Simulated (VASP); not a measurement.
Here is a VASP 6.6.1 calculation.

The input INCAR:

```
PREC     = Accurate       # precision mode
ENCUT    = 520            # plane-wave cutoff, eV
EDIFF    = 1E-7           # SCF threshold, eV
ISMEAR   = 0              # smearing method
SIGMA    = 0.1            # smearing width, eV
LREAL    = False          # projectors in reciprocal space
LASPH    = True           # aspherical terms in the spheres
NELM     = 150            # most SCF steps
ALGO     = Normal         # electronic algorithm
ISIF     = 2              # what is computed and relaxed
LWAVE    = False          # write WAVECAR
LCHARG   = False          # write CHGCAR
ISPIN    = 2              # spin polarisation
MAGMOM   = 1              # initial moments
LORBIT   = 11             # projections on sites
GGA      = PE             # functional
NBANDS   = 12             # bands
```

KPOINTS

```
regular mesh
0
Gamma
  10 10 6
```

The input POSCAR:

```
C
1.0
    1.6149243608      0.0000000000      0.0000000000
    0.0000000000      1.6149243608      0.0000000000
    0.0000000000      0.0000000000      3.6154811274
C
1
Direct
    0.5000000000      0.5000000000      0.0000000000
```

Potentials or basis: VASP PAW PBE potentials, release 64 (C).

The run is started by

```bash
$ cat potpaw_PBE.64/C/POTCAR > POTCAR
$ mpirun -np 1 vasp_std > vasp.out
```

**Question.** What does it give for the band gap on the k mesh?

**Answer.** Zero (filled and empty bands overlap).

**Question.** What does it give for the pressure?

**Answer.** 0.2 GPa.

**Question.** Predict the net moment.

**Answer.** 0.00 μB per cell.

Stress tensor (GPa, compression positive):
```
0.36 0.00 0.00
0.00 0.36 0.00
0.00 0.00 0.02
```

Caveat: the k points lie up to 0.39 Å⁻¹ apart, too coarse for converged energies and pressures of a metal.
